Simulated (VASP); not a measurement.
Here is a VASP 6.6.1 calculation.

The input POSCAR:

```
Al
1.0
    2.7061118078      0.0000000000      0.0000000000
    0.0000000000      2.7061118078      0.0000000000
    0.0000000000      0.0000000000      2.7061118078
Al
1
Direct
    0.0000000000      0.0000000000      0.0000000000
```

File INCAR.step1:

```
PREC     = Accurate       # precision mode
ENCUT    = 520            # plane-wave cutoff, eV
ISMEAR   = -1             # smearing method
SIGMA    = 0.1            # smearing width, eV
LREAL    = F              # projectors in reciprocal space
LASPH    = T              # aspherical terms in the spheres
NELM     = 60             # most SCF steps
NBANDS   = 8              # bands
GGA      = PE             # functional
ALGO     = Normal         # electronic algorithm
EDIFF    = 1E-4           # SCF threshold, eV
LWAVE    = T              # write WAVECAR
LCHARG   = F              # write CHGCAR
```

File INCAR.step2:

```
PREC     = Accurate       # precision mode
ENCUT    = 520            # plane-wave cutoff, eV
EDIFF    = 1E-6           # SCF threshold, eV
ISMEAR   = -1             # smearing method
SIGMA    = 0.1            # smearing width, eV
LREAL    = F              # projectors in reciprocal space
LASPH    = T              # aspherical terms in the spheres
NELM     = 60             # most SCF steps
ALGO     = Normal         # electronic algorithm
ISIF     = 2              # what is computed and relaxed
LWAVE    = F              # write WAVECAR
LCHARG   = T              # write CHGCAR
METAGGA  = R2SCAN         # meta-GGA
LMIXTAU  = T            
LELF     = T              # ELF
LVHAR    = T            
NBANDS   = 8              # bands
ISTART   = 1
```

The input KPOINTS:

```
Automatic mesh
0
Gamma
  13 13 13
```

Potentials or basis: VASP PAW PBE potentials, release 64 (Al).

Launch:

```console
$ cat potpaw_PBE.64/Al/POTCAR > POTCAR
$ cp INCAR.step1 INCAR
$ mpirun -np 1 vasp_std > vasp.out
$ cp INCAR.step2 INCAR
$ mpirun -np 1 vasp_std > vasp.out
```

Q: Estimate the band gap on the k mesh.

A: Zero (an odd number of electrons rules out a gap without spin polarisation).

Q: What does it give for the pressure?

A: -0.1 GPa.

Caveat: the PAW data sets were made with another functional, which shifts forces and pressure a little.
